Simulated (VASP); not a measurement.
# SiC (Cm) in VASP: a series of runs, part 2 of 2

VASP 6.6.1. Earlier steps stand in the parts before.

## 3. Single point, PBE (atom 2 (C) moved by (-0.300, +0.150) A along [1 1 0] and z)

INCAR reads:

```
ALGO = Normal
EDIFF = 1E-6
ENCUT = 520
GGA = PE
ISIF = 2
ISMEAR = 0
LASPH = True
LCHARG = False
LREAL = False
LWAVE = False
NBANDS = 11
NELM = 60
PREC = Accurate
SIGMA = 0.05
```

KPOINTS reads:

```
k-points
0
Gamma
  10 10 10
```

POSCAR reads:

```
SiC
1.0
    0.0000000000      2.1898640950      2.1898640950
    2.1898640950      0.0000000000      2.1898640950
    2.1898640950      2.1898640950      0.0000000000
Si C
1 1
Direct
    0.0000000000      0.0000000000      0.0000000000
    0.7842487007      0.7842487007      0.6188813452
```

Potentials or basis: VASP PAW PBE potentials, release 64 (Si, C).

Launch:

```console
> cat potpaw_PBE.64/Si/POTCAR potpaw_PBE.64/C/POTCAR > POTCAR
> mpirun -np 1 vasp_std > vasp.out
```

It took 36 s on 1 thread of Intel Xeon 8259CL, shared host; peak memory 0.18 GiB.

The run converged. Its results:

| Property | Result |
| --- | --- |
| Free energy | -13.4572 eV |
| Pressure | 20.8 GPa |
| Largest force | 11.842 eV/Å |
| Band gap on the k mesh | 0.29 eV (least direct gap 3.86 eV) |

Forces in eV/Å, atoms in the order of the input:
```
Si  -6.871 -6.871  6.770
C    6.871  6.871 -6.770
```

Stress tensor (GPa, compression positive):
```
 18.98  26.85 -28.40
 26.85  18.98 -28.40
-28.40 -28.40  24.38
```

Levels at points of the mesh, in eV from the valence-band top:
```tsv
k point	band 2	band 3	band 4	band 5	band 6	band 7
(0.00, 0.00, 0.00)	-2.57	-0.24	0.00	4.95	6.10	6.19
(0.50, 0.00, 0.00)	-8.90	-2.88	-0.87	3.98	4.92	7.50
(0.00, 0.00, 0.50)	-10.16	-1.59	-1.33	4.58	6.78	7.22
(0.50, 0.50, 0.50)	-8.69	-2.99	-1.03	4.11	4.90	7.37
(0.50, 0.50, 0.00)	-8.50	-3.80	-3.63	0.29	3.22	12.14
(0.00, 0.50, 0.50)	-8.40	-4.08	-3.52	0.33	3.34	12.23
```

Caveat: the cell differs from its parent crystal (atom 2 (C) moved by (-0.300, +0.150) A along [1 1 0] and z); the cell stands under pressure; forces of over 1 eV/Å act on the atoms, so gaps and moduli don't describe the material at rest. A k mesh can miss the band edges.

## 4. Single point, PBE (atom 2 (C) moved by (-0.150, -0.150) A along [1 1 0] and z)

INCAR reads:

```
SYSTEM = SiC
ALGO = Normal
EDIFF = 1E-6
ENCUT = 520
GGA = PE
ISIF = 2
ISMEAR = 0
LASPH = .True.
LCHARG = .False.
LREAL = .False.
LWAVE = .False.
NBANDS = 11
NELM = 60
PREC = Accurate
SIGMA = 0.05
```

KPOINTS reads:

```
k-points
0
Gamma
  10 10 10
  0 0 0
```

POSCAR: that of step 3 with these lines changed.

```diff
@@ -9,2 +9,2 @@
     0.0000000000      0.0000000000      0.0000000000
-    0.7842487007      0.7842487007      0.6188813452
+    0.7157512993      0.7157512993      0.7358137237
```

Launch:

```console
> cat potpaw_PBE.64/Si/POTCAR potpaw_PBE.64/C/POTCAR > POTCAR
> mpirun -np 1 vasp_std > vasp.out
```

It took 35 s on 1 thread of Intel Xeon 8259CL, shared host; peak memory 0.18 GiB.

Results (log left out):

```
Free energy            : -14.7443 eV
Pressure               : 3.6 GPa
Largest force          : 2.588 eV/Å
Band gap on the k mesh : 0.29 eV (least direct gap 4.02 eV)
```

Forces on the atoms (eV/Å):
```
Si  -1.054 -1.054 -2.115
C    1.054  1.054  2.115
```

Stress tensor (GPa, compression positive):
```
 4.27 -6.13 -2.36
-6.13  4.27 -2.36
-2.36 -2.36  2.28
```

Levels at points of the mesh, in eV from the valence-band top:
```tsv
k point	band 1	band 2	band 3	band 4	band 5	band 6	band 7	band 8	band 9
(0.00, 0.00, 0.00)	-16.28	-1.70	-1.38	0.00	4.86	6.14	6.35	6.54	13.38
(0.50, 0.00, 0.00)	-12.67	-9.73	-2.55	-1.16	4.09	5.59	7.16	8.86	14.54
(0.00, 0.00, 0.50)	-12.75	-9.54	-2.73	-1.14	4.05	5.49	7.14	8.88	14.59
(0.50, 0.50, 0.50)	-13.04	-8.77	-2.54	-2.22	4.35	5.70	6.03	8.89	14.72
(0.50, 0.50, 0.00)	-11.39	-8.71	-4.52	-3.71	0.31	3.20	12.94	13.00	13.30
(0.00, 0.50, 0.50)	-11.37	-8.77	-4.38	-3.74	0.29	3.12	12.89	13.03	13.41
```

Caveat: the cell differs from its parent crystal (atom 2 (C) moved by (-0.150, -0.150) A along [1 1 0] and z); the cell stands under pressure; forces of over 1 eV/Å act on the atoms, so gaps and moduli don't describe the material at rest. A k mesh can miss the band edges.

## 5. Single point, PBE (atom 2 (C) moved by (-0.150, +0.150) A along [1 1 0] and z)

INCAR reads:

```
ALGO = Normal
EDIFF = 1E-7
ENCUT = 520
GGA = PE
ISIF = 2
ISMEAR = 0
LASPH = T
LCHARG = F
LREAL = F
LWAVE = F
NBANDS = 11
NELM = 100
PREC = Accurate
SIGMA = 0.05
```

KPOINTS reads:

```
k-points
0
Gamma
  10 10 10
```

POSCAR: that of step 4 with these lines changed.

```diff
@@ -9,2 +9,2 @@
     0.0000000000      0.0000000000      0.0000000000
-    0.7157512993      0.7157512993      0.7358137237
+    0.7842487007      0.7842487007      0.6673163222
```

Potentials or basis: VASP PAW PBE potentials, release 64 (Si, C).

Launch:

```console
> cat potpaw_PBE.64/Si/POTCAR potpaw_PBE.64/C/POTCAR > POTCAR
> mpirun -np 1 vasp_std > vasp.out
```

OUTCAR:

```text
EDIFF = 1E-7
   ENCUT = 520
   GGA = PE
   ISIF = 2
   ISMEAR = 0
   LASPH = T
   LREAL = F
   NELM = 100
   PREC = Accurate

 ion  position               nearest neighbor table
   1  0.000  0.000  0.000-   2 1.69   2 1.94   2 1.99   2 1.99
   2  0.784  0.784  0.667-   1 1.69   1 1.94   1 1.99   1 1.99

  LATTYP: Found a face centered cubic cell.
 ALAT       =     4.3797281900

  Lattice vectors:

 A1 = (   0.0000000000,   2.1898640950,   2.1898640950)
 A2 = (   2.1898640950,   0.0000000000,   2.1898640950)
 A3 = (   2.1898640950,   2.1898640950,   0.0000000000)
[... 512 lines left out ...]
      7      16.0967      0.00000
      8      17.0219      0.00000
      9      19.4296      0.00000
     10      22.5131      0.00000
     11      24.3148      0.00000

 [... further k-points ...]
[... 5 lines left out ...]
  --------------------------------------------------------------------------------------
  -------------------------------------------------------------------------------------
  Total        0.9915202      0.9915202      0.7165589      1.7597394     -1.5638330     -1.5638331
  in kB       75.6363705     75.6363705     54.6614319    134.2386115   -119.2942426   -119.2942431
  external PRESSURE =      68.6447243 kB  Pullay stress =       0.0000000 kB

 VOLUME and BASIS-vectors are now :
 -----------------------------------------------------------------------------
  energy-cutoff  :      520.00
  volume of cell :       21.00
      direct lattice vectors                 reciprocal lattice vectors
     0.000000000  2.189864095  2.189864095    -0.228324671  0.228324671  0.228324671
     2.189864095  0.000000000  2.189864095     0.228324671 -0.228324671  0.228324671
     2.189864095  2.189864095  0.000000000     0.228324671  0.228324671 -0.228324671

 POSITION                                       TOTAL-FORCE (eV/Angst)
 -----------------------------------------------------------------------------------
      0.00000      0.00000      0.00000        -3.224246     -3.224246      3.663473
      3.17873      3.17873      3.43480         3.224246      3.224246     -3.663473
 -----------------------------------------------------------------------------------
    total drift:                                0.000005      0.000005     -0.000014

  FREE ENERGIE OF THE ION-ELECTRON SYSTEM (eV)
  ---------------------------------------------------
  free  energy   TOTEN  =       -14.5166855326 eV

  energy  without entropy=      -14.5166855326  energy(sigma->0) =      -14.51668553
```

stdout:

```text
POSCAR found type information on POSCAR SiC
 POSCAR found :  2 types and       2 ions
 scaLAPACK will be used
 LDA part: xc-table for (Slater+PW92), standard interpolation
 POSCAR, INCAR and KPOINTS ok, starting setup
 FFT: planning ... GRIDC
 FFT: planning ... GRID_SOFT
 FFT: planning ... GRID
 WAVECAR not read
 entering main loop
```

It took 41 s on 1 thread of Intel Xeon 8259CL, shared host; peak memory 0.18 GiB.

Results:

```
Free energy            : -14.5167 eV
Pressure               : 6.9 GPa
Largest force          : 5.849 eV/Å
Band gap on the k mesh : 0.65 eV (least direct gap 4.11 eV)
```

Forces on the atoms (eV/Å):
```
Si  -3.224 -3.224  3.663
C    3.224  3.224 -3.663
```

Caveat: the cell differs from its parent crystal (atom 2 (C) moved by (-0.150, +0.150) A along [1 1 0] and z); the cell stands under pressure; forces of over 1 eV/Å act on the atoms, so gaps and moduli don't describe the material at rest. A k mesh can miss the band edges.

## 6. Summary

| cell | gap on the mesh (eV) | pressure (GPa) | largest force (eV/Å) |
| --- | --- | --- | --- |
| as given, atomic positions A | none | 7.4 | 3.17 |
| as given, atomic positions B | 0.29 | 20.8 | 11.84 |
| as given, atomic positions C | 0.29 | 3.6 | 2.59 |
| as given, atomic positions D | 0.65 | 6.9 | 5.85 |

Alike in all rows: task single point; level PBE; potentials or basis VASP PAW PBE potentials, release 64 (Si, C); no spin polarisation; k mesh 10 × 10 × 10; cutoff (eV) 520; smearing gaussian 0.05 eV.

Caveats: the cell stands under pressure; forces of over 1 eV/Å act on the atoms, so gaps and moduli don't describe the material at rest; semilocal functionals underestimate gaps, so a narrow gap can read as zero (at least some runs).

Total energies depend on the potentials used, so only differences within one code and one set of settings carry meaning.
